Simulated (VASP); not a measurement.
# Be5H3 (P4/mmm) in VASP: single point with PBE

Aim: the single point of Be5H3 with PBE.

Everything below comes from runs of VASP 6.6.1. Logs are shortened: lines on timing, memory, paths and dates and some standing lists are left out, and cuts for length are marked.

### 1 The cell of the first run

It takes space group P4/mmm (No. 123, tetragonal). Conventional cell: a = 2.427 Å, b = 2.427 Å, c = 9.611 Å, α = 90.00°, β = 90.00°, γ = 90.00°. Within 2.8 Å of Be (site symmetry 4mm) lie 4 H at 2.08 Å and 10 Be at 2.10 to 2.44 Å. Within 2.8 Å of Be (site symmetry 4mm) lie 8 H at 2.09 to 2.10 Å and 6 Be at 2.38 to 2.43 Å. Be (site symmetry 4/mmm) has 12 Be at 2.10 to 2.43 Å and 2 H at 2.40 Å within 2.8 Å. H (site symmetry 4mm) has 9 Be at 2.08 to 2.40 Å and 5 H at 2.40 to 2.43 Å within 2.8 Å. H (site symmetry 4/mmm) has 8 Be at 2.10 Å and 6 H at 2.40 to 2.43 Å within 2.8 Å.

### 2 Single point, PBE

INCAR reads:

```
PREC = Accurate
ENCUT = 520
EDIFF = 1E-6
ISMEAR = 0
SIGMA = 0.1
LREAL = F
LASPH = T
NELM = 100
ALGO = Normal
ISIF = 2
LWAVE = F
LCHARG = T
GGA = PE
LELF = T
LVHAR = T
NBANDS = 16
```

KPOINTS reads:

```
regular mesh
0
Gamma
  8 8 2
```

POSCAR reads:

```
Be5H3
1.0
    2.4271364300      0.0000000000      0.0000000000
    0.0000000000      2.4271364300      0.0000000000
    0.0000000000      0.0000000000      9.6110979300
Be H
5 3
Direct
    0.0000000000      0.0000000000      0.8732289100
    0.0000000000      0.0000000000      0.1267710900
    0.0000000000      0.0000000000      0.3748377300
    0.0000000000      0.0000000000      0.6251622700
    0.5000000000      0.5000000000      0.0000000000
    0.5000000000      0.5000000000      0.2499350300
    0.5000000000      0.5000000000      0.5000000000
    0.5000000000      0.5000000000      0.7500649700
```

Potentials or basis: VASP PAW PBE potentials, release 64 (Be, H).

Launch:

```console
$ cat potpaw_PBE.64/Be/POTCAR potpaw_PBE.64/H/POTCAR > POTCAR
$ mpirun -np 1 vasp_std > vasp.out
```

OUTCAR:

```text
PREC = Accurate
   ENCUT = 520
   EDIFF = 1E-6
   ISMEAR = 0
   LREAL = F
   LASPH = T
   NELM = 100
   ISIF = 2
   GGA = PE

 ion  position               nearest neighbor table
   1  0.000  0.000  0.873-   5 2.10   5 2.10   5 2.10   5 2.10   4 2.38
   2  0.000  0.000  0.127-   5 2.10   5 2.10   5 2.10   5 2.10   3 2.38
   3  0.000  0.000  0.375-   2 2.38
   4  0.000  0.000  0.625-   1 2.38
   5  0.500  0.500  0.000-   1 2.10   2 2.10   1 2.10   2 2.10   1 2.10   2 2.10   1 2.10   2 2.10

   6  0.500  0.500  0.250-
   7  0.500  0.500  0.500-
   8  0.500  0.500  0.750-

  LATTYP: Found a simple tetragonal cell.
 ALAT       =     2.4271364300
 C/A-ratio  =     3.9598507159

  Lattice vectors:

 A1 = (   2.4271364300,   0.0000000000,   0.0000000000)
 A2 = (   0.0000000000,   2.4271364300,   0.0000000000)
 A3 = (   0.0000000000,   0.0000000000,   9.6110979300)

Analysis of symmetry for initial positions (statically):
=====================================================================
 Subroutine PRICEL returns:
 Original cell was already a primitive cell.

 Routine SETGRP: Setting up the symmetry group for a
 simple tetragonal supercell.

 Subroutine GETGRP returns: Found 16 space group operations
 (whereof 16 operations were pure point group operations)
 out of a pool of 16 trial point group operations.

The static configuration has the point symmetry D_4h.

Analysis of symmetry for dynamics (positions and initial velocities):
=====================================================================
 Subroutine PRICEL returns:
 Original cell was already a primitive cell.

 Routine SETGRP: Setting up the symmetry group for a
 simple tetragonal supercell.

 Subroutine GETGRP returns: Found 16 space group operations
 (whereof 16 operations were pure point group operations)
 out of a pool of 16 trial point group operations.

The dynamic configuration has the point symmetry D_4h.

 Subroutine INISYM returns: Found 16 space group operations
 (whereof 16 operations are pure point group operations),
 and found     1 'primitive' translations

----------------------------------------------------------------------------------------

                                     Primitive cell

  volume of cell :      56.6189

  direct lattice vectors                    reciprocal lattice vectors
     2.427136430  0.000000000  0.000000000     0.412008154  0.000000000  0.000000000
     0.000000000  2.427136430  0.000000000     0.000000000  0.412008154  0.000000000
     0.000000000  0.000000000  9.611097930     0.000000000  0.000000000  0.104046385

  length of vectors
     2.427136430  2.427136430  9.611097930     0.412008154  0.412008154  0.104046385

  position of ions in fractional coordinates (direct lattice)
     0.000000000  0.000000000  0.873228910
     0.000000000  0.000000000  0.126771090
     0.000000000  0.000000000  0.374837730
     0.000000000  0.000000000  0.625162270
     0.500000000  0.500000000  0.000000000
     0.500000000  0.500000000  0.249935030
     0.500000000  0.500000000  0.500000000
     0.500000000  0.500000000  0.750064970

  ion indices of the primitive-cell ions
   primitive index   ion index
                 1           1
                 2           2
                 3           3
                 4           4
                 5           5
                 6           6
                 7           7
                 8           8

----------------------------------------------------------------------------------------

 KPOINTS: regular mesh

Automatic generation of k-mesh.
 Grid dimensions read from file:
 generate k-points for:    8    8    2

 Generating k-lattice:

  Cartesian coordinates                     Fractional coordinates (reciprocal lattice)
     0.051501019  0.000000000  0.000000000     0.125000000  0.000000000  0.000000000
     0.000000000  0.051501019  0.000000000     0.000000000  0.125000000  0.000000000
     0.000000000  0.000000000  0.052023193     0.000000000  0.000000000  0.500000000

  Length of vectors
     0.051501019  0.051501019  0.052023193

  Shift w.r.t. Gamma in fractional coordinates (k-lattice)
     0.000000000  0.000000000  0.000000000

 Subroutine IBZKPT returns following result:
 ===========================================

 Found     30 irreducible k-points:

 Following reciprocal coordinates:
            Coordinates               Weight
  0.000000  0.000000  0.000000      1.000000
  0.125000  0.000000  0.000000      4.000000
  0.250000  0.000000  0.000000      4.000000
  0.375000  0.000000  0.000000      4.000000
  0.500000  0.000000  0.000000      2.000000
  0.125000  0.125000  0.000000      4.000000
[... 16 lines left out ...]
  0.375000  0.125000  0.500000      8.000000
  0.500000  0.125000  0.500000      4.000000
 [... further k-points ...]
   k-points           NKPTS =     30   k-points in BZ     NKDIM =     30   number of bands    NBANDS=     16
   number of dos      NEDOS =    301   number of ions     NIONS =      8
   total plane-waves  NPLWV =  23328
   dimension x,y,z NGX =    18 NGY =   18 NGZ =   72
   dimension x,y,z NGXF=    36 NGYF=   36 NGZF=  144
   ions per type =               5   3
   NGX,Y,Z   is equivalent  to a cutoff of  12.33, 12.33, 12.45 a.u.
   NGXF,Y,Z  is equivalent  to a cutoff of  24.66, 24.66, 24.91 a.u.
 SYSTEM =  unknown system
   PREC   = accura    normal or accurate (medium, high low for compatibility)
   ISTART =      0    job   : 0-new  1-cont  2-samecut
   ICHARG =      2    charge: 1-file 2-atom 10-const
   ISPIN  =      1    spin polarized calculation?
   LNONCOLLINEAR =      F non collinear calculations
   LSORBIT =      F    spin-orbit coupling
   LASPH  =      T    aspherical Exc in radial PAW
   ENCUT  =  520.0 eV  38.22 Ry    6.18 a.u.   4.51  4.51 17.87*2*pi/ulx,y,z
   NELM   =    100;   NELMIN=  2; NELMDL= -5     # of ELM steps
   EDIFF  = 0.1E-05   stopping-criterion for ELM
   LREAL  =      F    real-space projection
[... 7 lines left out ...]
   TEBEG  =    0.0;   TEEND  =   0.0 temperature during run
   PSTRESS=    0.0 pullay stress
   NELECT =      13.0000    total number of electrons
   NUPDOWN=      -1.0000    fix difference up-down
   EMIN   =  10.00;   EMAX   =-10.00  energy-range for DOS
   EFERMI =   0.00;   METHOD = LEGACY
   ISMEAR =     0;   SIGMA  =   0.10  broadening in eV -4-tet -1-fermi 0-gaus
   EFERMI_NEDOS =   21; number of points for ismear=-14 and -15
   IALGO  =     38    algorithm
   IMIX   =      4    mixing-type and parameters
     AMIX     =   0.40;   BMIX     =  1.00
     AMIX_MAG =   1.60;   BMIX_MAG =  1.00
  volume/ion in A,a.u.               =       7.08        47.76
  Fermi-wavevector in a.u.,A,eV,Ry     =   1.002464  1.894382 13.672960  1.004934
  Thomas-Fermi vector in A             =   2.134953
   LORBIT       =      0    0 simple, 1 ext, 2 COOP (PROOUT), +10 PAW based schemes
   GGA     = PE    functional components
   LHFCALC =     F    Hartree Fock is set to
   AEXX    =    0.0000 exact exchange contribution
   IVDW    =     0    specifies the selected vdW correction
   LEPSILON=     F    determine dielectric tensor
   LRPA    =     F    only Hartree local field effects (RPA)
 non-spin polarized calculation
 Gauss-broadening in eV      SIGMA  =   0.10
  energy-cutoff  :      520.00
  volume of cell :       56.62
 maximum number of plane-waves:      1551
   NGX =  9   NGY =  9   NGZ = 35

 number of electron      12.9999997 magnetization

 Free energy of the ion-electron system (eV)
  ---------------------------------------------------
  ext. energy  EPLUGINS =         0.00000000
  ---------------------------------------------------
  free energy    TOTEN  =       -23.54299108 eV

  energy without entropy =      -23.53251814  energy(sigma->0) =      -23.53775461

 E-fermi :   5.1103     XC(G=0): -10.1408

 val. band max:        5.0799878509   @ k =   0.3750   0.2500   0.0000
 cond. band min:       5.1204416664   @ k =   0.2500   0.2500   0.0000
 fundamental gap:      0.0404538155
 Fermi energy:         5.1103036940

 k-point     1 :       0.0000    0.0000    0.0000
  band No.  band energies     occupation
      1      -6.4496      2.00000
      2      -5.3002      2.00000
      3      -5.0398      2.00000
      4      -2.4031      2.00000
      5       0.5230      2.00000
      6       5.7331      0.00000
[... 8 lines left out ...]
     15      15.3754      0.00000
     16      15.3934      0.00000

 k-point     2 :       0.1250    0.0000    0.0000
  band No.  band energies     occupation
      1      -6.1363      2.00000
      2      -4.9721      2.00000
      3      -4.7293      2.00000
      4      -2.0609      2.00000
      5       0.7864      2.00000
      6       6.0189      0.00000
[... 8 lines left out ...]
     15      15.3978      0.00000
     16      15.8702      0.00000

 k-point     3 :       0.2500    0.0000    0.0000
  band No.  band energies     occupation
      1      -5.2130      2.00000
      2      -4.0124      2.00000
      3      -3.8104      2.00000
      4      -1.0669      2.00000
      5       1.5417      2.00000
      6       5.2054      0.17847
[... 8 lines left out ...]
     15      15.4025      0.00000
     16      15.5241      0.00000
[... 362 lines left out ...]
 k-point    23 :       0.3750    0.1250    0.5000
  band No.  band energies     occupation
      1      -3.1717      2.00000
      2      -3.0373      2.00000
      3      -0.6332      2.00000
      4      -0.6326      2.00000
      5       2.4261      2.00000
      6       3.8905      2.00000
[... 8 lines left out ...]
     15      13.6501      0.00000
     16      15.4777      0.00000

 k-point    24 :       0.5000    0.1250    0.5000
  band No.  band energies     occupation
      1      -1.9798      2.00000
      2      -1.6590      2.00000
      3      -0.7902      2.00000
      4       0.5380      2.00000
      5       2.0039      2.00000
      6       2.1984      2.00000
[... 8 lines left out ...]
     15      14.7487      0.00000
     16      15.9079      0.00000

 [... further k-points ...]

------------------------ aborting loop because EDIFF is reached ----------------------------------------

  FORCE on cell =-STRESS in cart. coord.  units (eV):
  Direction    XX          YY          ZZ          XY          YZ          ZX
  --------------------------------------------------------------------------------------
  -------------------------------------------------------------------------------------
  Total       -2.3739667     -2.3739667     -0.9295168      0.0000000     -0.0000000      0.0000000
  in kB      -67.1774976    -67.1774976    -26.3030701      0.0000000     -0.0000000      0.0000000
  external PRESSURE =     -53.5526885 kB  Pullay stress =       0.0000000 kB

 VOLUME and BASIS-vectors are now :
 -----------------------------------------------------------------------------
  energy-cutoff  :      520.00
  volume of cell :       56.62
      direct lattice vectors                 reciprocal lattice vectors
     2.427136430  0.000000000  0.000000000     0.412008154  0.000000000  0.000000000
     0.000000000  2.427136430  0.000000000     0.000000000  0.412008154  0.000000000
     0.000000000  0.000000000  9.611097930     0.000000000  0.000000000  0.104046385

 POSITION                                       TOTAL-FORCE (eV/Angst)
 -----------------------------------------------------------------------------------
      0.00000      0.00000      8.39269        -0.000000     -0.000000     -0.995151
      0.00000      0.00000      1.21841         0.000000     -0.000000      0.995151
      0.00000      0.00000      3.60260        -0.000000      0.000000      0.132571
      0.00000      0.00000      6.00850         0.000000      0.000000     -0.132571
      1.21357      1.21357      0.00000         0.000000     -0.000000      0.000000
      1.21357      1.21357      2.40215        -0.000000     -0.000000      0.510852
      1.21357      1.21357      4.80555         0.000000     -0.000000      0.000000
      1.21357      1.21357      7.20895         0.000000      0.000000     -0.510852
 -----------------------------------------------------------------------------------
    total drift:                                0.000000     -0.000000      0.000000

  FREE ENERGIE OF THE ION-ELECTRON SYSTEM (eV)
  ---------------------------------------------------
  free  energy   TOTEN  =       -23.5429910800 eV

  energy  without entropy=      -23.5325181372  energy(sigma->0) =      -23.53775461
```

It took 36 s on 1 thread of Intel Xeon Platinum 8259CL at 2.50GHz (Skylake/Cascade Lake), shared host; peak memory 0.16 GiB.

Results:

```
Free energy   : -23.5430 eV
Pressure      : -5.4 GPa
Largest force : 0.995 eV/Å
```

Forces on the atoms (eV/Å):
```
Be   0.000  0.000 -0.995
Be   0.000  0.000  0.995
Be   0.000  0.000  0.133
Be   0.000  0.000 -0.133
Be   0.000  0.000  0.000
H    0.000  0.000  0.511
H    0.000  0.000  0.000
H    0.000  0.000 -0.511
```

Stress tensor (GPa, compression positive):
```
-6.72  0.00  0.00
 0.00 -6.72  0.00
 0.00  0.00 -2.63
```
